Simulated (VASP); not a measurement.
Crystal: AlIn3Sb2.

```xyz
6
Lattice="4.7589 0.0000 0.0000 0.0000 4.7589 0.0000 0.0000 0.0000 6.9882" Properties=species:S:1:pos:R:3 pbc="T T T"
Al    2.3795    2.3795    0.0000
In    2.3795    0.0000    3.4941
In    0.0000    2.3795    3.4941
In    2.3795    2.3795    3.4941
Sb    2.3795    0.0000    0.0000
Sb    0.0000    2.3795    0.0000
```

The cell was built from a structure type or drawn by symmetry, and may not be a known phase.

```yaml
Program: VASP 6.6.1
Task: relaxation of cell and atoms
Functional: PBE
Potentials_or_basis: VASP PAW PBE potentials, release 64 (Al, In_d, Sb)
Cutoff: 600 eV
k_mesh: 4 × 4 × 4
Occupations: gaussian, width 0.1 eV
Spin: no spin polarisation
```

At the start: pressure 25.2 GPa; volume 26.38 Å³/atom.

Problem. How do energy, volume and symmetry change on relaxing?

Solution. Over 13 steps the energy falls by 962.3 meV/atom and the volume is 33.24 Å³/atom (+26.0 %); space group P4/mmm (No. 123, to 0.1 Å) before and after.

Step by step:
| step | energy change (eV) | largest force (eV/Å) | pressure (GPa) | volume (Å³) |
| --- | --- | --- | --- | --- |
| 1 | 0.0000 | 0.0000 | 25.24 | 158.26 |
| 2 | -4.4067 | 0.0000 | -4.62 | 266.12 |
| 3 | -5.2561 | 0.0000 | -1.35 | 215.35 |
| 4 | -5.2565 | 0.0000 | -1.56 | 216.90 |
| 5 | -5.4578 | 0.0000 | -1.01 | 208.62 |
| 6 | -5.7026 | 0.0000 | 2.19 | 188.38 |
| 7 | -5.7010 | 0.0000 | 0.71 | 195.74 |
| 8 | -5.7197 | 0.0000 | 1.15 | 192.86 |
| 9 | -5.7217 | 0.0000 | 1.58 | 190.79 |
| 10 | -5.6831 | 0.0000 | 1.16 | 195.62 |
| 11 | -5.7456 | 0.0000 | 1.29 | 192.62 |
| 12 | -5.7720 | 0.0000 | -0.23 | 201.12 |
| 13 | -5.7736 | 0.0000 | 0.02 | 199.44 |

Final structure:
```
Al In Sb
1.0
     5.74602    0.00000    0.00000
     0.00000    5.74602    0.00000
     0.00000    0.00000    6.04057
Al In Sb
1 3 2
Direct
  0.50000 0.50000 0.00000
  0.50000 0.00000 0.50000
  0.00000 0.50000 0.50000
  0.50000 0.50000 0.50000
  0.50000 0.00000 0.00000
  0.00000 0.50000 0.00000
```

Caveat: the volume moved by over 15 % at a fixed basis, so the end points are rough.
